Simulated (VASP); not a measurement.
**Li (a cell with a defect): single point with PBE**

The system is Li (a cell with a defect).

```
Li
1.0
     6.98000    0.00000    0.00000
     0.00000    6.98000    0.00000
     0.00000    0.00000    6.98000
Li
17
Cartesian
  -0.2032 -0.0339 0.0508
  4.1843 -0.6871 0.2473
  1.3530 2.5238 1.2666
  1.4060 -1.3813 2.4401
  3.0364 1.2347 2.7879
  6.1023 4.5559 -1.2899
  2.2433 -1.1322 5.2075
  5.1894 2.5942 0.3974
  0.2249 2.6315 3.3244
  3.0496 4.3056 1.0995
  0.9437 0.9446 5.6804
  3.5059 3.8850 4.1266
  5.7304 6.0278 2.2815
  4.9016 2.5021 3.4939
  1.8516 3.8325 5.3147
  5.2865 6.8012 4.6049
  3.5002 1.4749 -1.5582
```

* Program: VASP 6.6.1
* Task: single point
* Functional: PBE
* Potentials or basis: VASP PAW PBE potentials, release 64 (Li_sv)
* Cutoff: 520 eV
* k mesh: 2 × 2 × 2
* Occupations: fermi-dirac, width 0.05 eV
* Spin: no spin polarisation
* Dipole correction: no
* Further INCAR settings: LREAL = Auto; ALGO = Normal; EDIFF = 1e-07; NBANDS = 40

```json
{"Largest force": "2.127 eV/Å"}
```

Forces in eV/Å, atoms in the order of the input:
```
Li  -0.186 -0.399  0.909
Li  -0.461  0.441 -0.275
Li  -0.152 -0.238 -0.817
Li  -0.158  0.241  0.334
Li  -0.363 -0.715 -0.318
Li   0.059 -0.217 -0.023
Li   0.256  1.272 -0.017
Li   0.096 -0.207  0.082
Li   0.368  0.043  0.527
Li   0.408 -0.272 -0.127
Li   0.241  0.940 -0.991
Li   0.491  0.973 -0.748
Li  -0.126 -0.363  0.263
Li   0.842 -0.366 -0.480
Li  -1.302 -1.377  0.966
Li   0.028  0.070 -0.004
Li  -0.042  0.176  0.720
```

Levels at points of the mesh, in eV from the Fermi level:
```csv
k point,band 21,band 22,band 23,band 24,band 25,band 26,band 27,band 28,band 29,band 30
"(0.00, 0.00, 0.00)",-1.11,-1.01,-1.00,-0.91,0.34,0.61,0.72,0.84,0.97,1.04
"(0.50, 0.00, 0.00)",-0.73,-0.69,-0.56,-0.47,-0.41,-0.26,-0.04,1.06,1.45,1.49
"(0.00, 0.50, 0.00)",-0.77,-0.67,-0.55,-0.46,-0.36,-0.32,-0.24,1.07,1.20,1.36
"(0.00, 0.00, 0.50)",-0.76,-0.65,-0.60,-0.47,-0.44,-0.29,-0.14,1.15,1.21,1.42
"(0.50, 0.50, 0.00)",-2.12,-0.55,-0.27,-0.22,-0.08,0.17,0.41,0.54,0.66,1.32
"(0.00, 0.50, 0.50)",-2.08,-0.48,-0.40,-0.19,0.07,0.11,0.29,0.52,0.65,1.35
"(0.50, 0.00, 0.50)",-2.07,-0.42,-0.26,-0.22,-0.14,0.03,0.27,0.50,0.85,1.73
"(0.50, 0.50, 0.50)",-1.66,-1.58,-1.54,-1.47,-1.45,1.36,1.61,1.93,2.09,2.20
```

It took 2.2 min on 1 thread of Intel(R) Xeon(R) Platinum 8559C (Emerald Rapids) (shared host), peak memory 0.36 GiB.

Caveat: the k points lie up to 0.45 Å⁻¹ apart.
